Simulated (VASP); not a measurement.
A run of VASP 6.6.1:

File INCAR:

```
  ALGO = Normal
  EDIFF = 1E-6
  EDIFFG = -0.01
  ENCUT = 600
  GGA = PS
  IBRION = 2
  ISIF = 4
  ISMEAR = 0
  IVDW = 12
  LASPH = True
  LCHARG = False
  LREAL = False
  LWAVE = False
  NELM = 100
  NSW = 60
  PREC = Accurate
  SIGMA = 0.05
```

KPOINTS

```
k-points
0
Gamma
  8 8 8
```

File POSCAR:

```
ZrB2
1.0
    3.1352385145      0.0000000000      0.0000000000
   -1.5676192572      2.7151962004      0.0000000000
    0.0000000000      0.0000000000      3.4645934760
Zr B
1 2
Direct
    0.0000000000      0.0000000000      0.0000000000
    0.3333333333      0.6666666667      0.5000000000
    0.6666666667      0.3333333333      0.5000000000
```

Potentials or basis: VASP PAW PBE potentials, release 64 (Zr_sv, B).

Run with:

```console
$ cat potpaw_PBE.64/Zr_sv/POTCAR potpaw_PBE.64/B/POTCAR > POTCAR
$ mpirun -np 1 vasp_std > vasp.out
```

Hardware: 1 thread of AMD EPYC 9R45 (Zen 5), with other jobs on the host.

Q: Estimate the wall time of this run.

A: Run time: 38 s on 1 thread of AMD EPYC 9R45 (Zen 5), with other jobs on the host, peak memory 0.15 GiB. Counts: scf iterations 16, k points 50, ion steps 2.
